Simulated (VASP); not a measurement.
BaS:

```xyz
2
Lattice="0.0000 3.2254 3.2254 3.2254 0.0000 3.2254 3.2254 3.2254 0.0000" Properties=species:S:1:pos:R:3 pbc="T T T"
Ba    0.0000    0.0000    0.0000
S     3.2254    3.2254    3.2254
```

- Program: VASP 6.6.1
- Task: relaxation of cell and atoms
- Functional: PBEsol
- Potentials or basis: VASP PAW PBE potentials, release 64 (Ba_sv, S)
- Cutoff: 390 eV
- k mesh: 5 × 5 × 5
- Occupations: gaussian, width 0.03 eV
- Spin: non-collinear spin, zero start, spin-orbit coupling
- Starting moments: [[0.0, 0.0, 0.0], [0.0, 0.0, 0.0]] μB

At the start: pressure -1.7 GPa; volume 33.55 Å³/atom.

How do energy, volume and symmetry change on relaxing?

Over 4 steps the energy falls by 7.5 meV/atom and the volume is 32.19 Å³/atom (-4.1 %); space group Fm-3m (No. 225, to 0.1 Å) before and after; moment 0.00 μB per cell.

The path:
| step | energy change (eV) | largest force (eV/Å) | pressure (GPa) | volume (Å³) |
| --- | --- | --- | --- | --- |
| 1 | 0.0000 | 0.0000 | -1.73 | 67.11 |
| 2 | -0.0141 | 0.0000 | 0.55 | 63.64 |
| 3 | -0.0153 | 0.0000 | 0.01 | 64.38 |
| 4 | -0.0150 | 0.0000 | 0.01 | 64.38 |

Final structure:
```cif
data_structure
_symmetry_space_group_name_H-M 'P 1'
_symmetry_Int_Tables_number 1
_cell_length_a 4.4987
_cell_length_b 4.4987
_cell_length_c 4.4987
_cell_angle_alpha 60.000
_cell_angle_beta 60.000
_cell_angle_gamma 60.000
_cell_volume 64.38
loop_
_atom_site_label
_atom_site_type_symbol
_atom_site_fract_x
_atom_site_fract_y
_atom_site_fract_z
_atom_site_occupancy
Ba1 Ba 0.00000 0.00000 0.00000 1
S1 S 0.50000 0.50000 0.50000 1
```

Caveat: the PAW data sets were made with another functional, which shifts forces and pressure a little.
